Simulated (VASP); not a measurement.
A run of VASP 6.6.1 is set up as follows.

INCAR

```
PREC     = Accurate       # precision mode
ENCUT    = 520            # plane-wave cutoff, eV
EDIFF    = 1E-6           # SCF threshold, eV
ISMEAR   = -1             # smearing method
SIGMA    = 0.02           # smearing width, eV
LREAL    = False          # projectors in reciprocal space
LASPH    = True           # aspherical terms in the spheres
NELM     = 100            # most SCF steps
ALGO     = Normal         # electronic algorithm
ISIF     = 2              # what is computed and relaxed
LWAVE    = False          # write WAVECAR
LCHARG   = False          # write CHGCAR
GGA      = PE             # functional
NBANDS   = 15             # bands
```

File KPOINTS:

```
Automatic mesh
0
Gamma
  6 6 6
```

Contents of POSCAR:

```
BaTe
1.0
    0.0000000000      3.5323793482      3.5323793482
    3.5323793482      0.0000000000      3.5323793482
    3.5323793482      3.5323793482      0.0000000000
Ba Te
1 1
Direct
    0.0000000000      0.0000000000      0.0000000000
    0.5000000000      0.5000000000      0.5000000000
```

Potentials or basis: VASP PAW PBE potentials, release 64 (Ba_sv, Te).

Launch:

```console
$ cat potpaw_PBE.64/Ba_sv/POTCAR potpaw_PBE.64/Te/POTCAR > POTCAR
$ mpirun -np 1 vasp_std > vasp.out
```

**Question.** Predict the band gap on the k mesh.

**Answer.** 1.58 eV, indirect (least direct gap 1.96 eV).

**Question.** Estimate the pressure.

**Answer.** 0.3 GPa.

Caveat: spin-orbit coupling is left out, which moves the levels of the heavy elements. A k mesh can miss the band edges.
